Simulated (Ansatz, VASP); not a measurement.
## One calculation of In, two programs

INCAR

```
SYSTEM = In
ALGO = Fast
EDIFF = 1E-6
ENCUT = 520
GGA = PE
ISIF = 2
ISMEAR = -1
LASPH = .TRUE.
LCHARG = .TRUE.
LELF = .TRUE.
LREAL = .FALSE.
LVHAR = .TRUE.
LWAVE = .FALSE.
NBANDS = 26
NELM = 60
PREC = Accurate
SIGMA = 0.05
```

File KPOINTS:

```
k-points
0
G
  9 9 9
  0 0 0
```

Contents of POSCAR:

```
In
1.0
    1.6696368166      0.9639652655      8.2074632500
   -1.6696368166      0.9639652655      8.2074632500
    0.0000000000     -1.9279305310      8.2074632500
In
3
Direct
    0.2219877600      0.2219877600      0.2219877600
    0.7780122400      0.7780122400      0.7780122400
    0.0000000000      0.0000000000      0.0000000000
```

File input.yaml:

```yaml
crystal:
  lattice:
    - [1.6696368166, 0.9639652655, 8.20746325]
    - [-1.6696368166, 0.9639652655, 8.20746325]
    - [0.0, -1.927930531, 8.20746325]
  atoms:
    - { symbol: In, position: [0.22198776, 0.22198776, 0.22198776] }
    - { symbol: In, position: [0.77801224, 0.77801224, 0.77801224] }
    - { symbol: In, position: [0.0, 0.0, 0.0] }
hamiltonian:
  xc: pbe
  pseudopotentials: { kind: paw }
kpoints:
  mp_grid: { grid: [9, 9, 9] }
scf:
  occupations: { method: fermi_dirac, width: 0.05 }
output:
  forces: true
  stress: true
  eigenvalues: true
```

Alike in both runs: task single point; functional PBE; k mesh 9 × 9 × 9; occupations fermi-dirac, width 0.05 eV; no spin polarisation.

|  | VASP | Ansatz |
| --- | --- | --- |
| version | VASP 6.6.1 | Ansatz 0.2.0 |
| potentials or method | VASP PAW PBE potentials, release 64 (In_d) | Ansatz PAW |
| plane-wave cutoff (eV) | 520 | 420 |
| valence electrons in the cell | 39 | 39 |

```tsv
	VASP	Ansatz	Ansatz less VASP
gap on the k mesh at the Fermi level (eV)	none	none	-
pressure (GPa)	1.7	1.8	+0.10
traceless stress, the component that is largest in VASP (GPa)	-0.38	-0.38	-0.003
rms of the force components (eV/Å)	0.009	0.009	+0.0002
```

Atom by atom the forces differ by 0.000 eV/Å (rms over components). A gap of «none» marks a metal or a gap that the smearing closes.
